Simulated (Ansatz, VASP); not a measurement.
## Ba2Cu: VASP beside Ansatz

```xyz
3
Lattice="5.7568 0.0000 0.0000 -2.8784 4.9855 0.0000 0.0000 0.0000 3.6081" Properties=species:S:1:pos:R:3 pbc="T T T"
Ba    0.0000    3.3237    1.8041
Ba    2.8784    1.6618    1.8041
Cu    0.0000    0.0000    0.0000
```

Alike in both runs: functional PBE; k mesh 12 × 12 × 14; occupations gaussian, width 0.1 eV; no spin polarisation.

Ansatz relaxed the structure, and its values are those at the end. VASP's run is a single point on that final structure, the one shown.

```csv
,VASP,Ansatz
version,VASP 6.6.1,Ansatz 0.2.0
potentials or method,"VASP PAW PBE potentials, release 64 (Ba_sv, Cu), cutoff 520 eV","scalar-relativistic, plane waves, PAW"
valence electrons in the cell,31,39
```

|  | VASP | Ansatz | Ansatz less VASP |
| --- | --- | --- | --- |
| gap on the k mesh at the Fermi level (eV) | none | none | - |
| pressure (GPa) | 0.7 | 0.0 | -0.69 |

A gap of «none» marks a metal or a gap that the smearing closes. With one functional, cell and mesh, what is left measures potentials, basis and numerics. VASP's potentials hold 31 valence electrons a cell and Ansatz's 39, so a difference there can come from the potentials and not from the codes.

Spin-orbit coupling is off throughout.
